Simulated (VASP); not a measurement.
Hf, 2 atoms in the cell. Symmetry: Cmcm, No. 63, orthorhombic system. The conventional cell has a = 3.397 Å, b = 5.063 Å, c = 4.996 Å, α = 90.00°, β = 90.00°, γ = 90.00°. Hf (site symmetry m2m) has 12 Hf at 3.01 to 3.40 Å within 4.0 Å.  This cell differs from its parent crystal: strain +e along x and -e along y +0.0750, strain +e along z and -e/2 along x and y +0.0000.

- Program: VASP 6.6.1
- Task: single point
- Functional: PBEsol
- Potentials or basis: VASP PAW PBE potentials, release 64 (Hf_pv)
- Cutoff: 520 eV
- k mesh: 18 × 18 × 10
- Occupations: gaussian, width 0.15 eV
- Spin: no spin polarisation
- Dipole correction: no
- Further INCAR settings: ALGO = Fast; EDIFF = 1e-07; NBANDS = 17

Potentials or basis: VASP PAW PBE potentials, release 64 (Hf_pv).

Launch:

```sh
$ cat potpaw_PBE.64/Hf_pv/POTCAR > POTCAR
$ mpirun -np 1 vasp_std > vasp.out
```

Hardware: 1 thread of Intel(R) Xeon(R) 6975P-C (Granite Rapids) (shared host).

How long does it take, and how much memory?

Wall time 3 min on 1 thread of Intel(R) Xeon(R) 6975P-C (Granite Rapids), on a shared host, peak memory 0.43 GiB. Counts: scf iterations 16, k points 546.
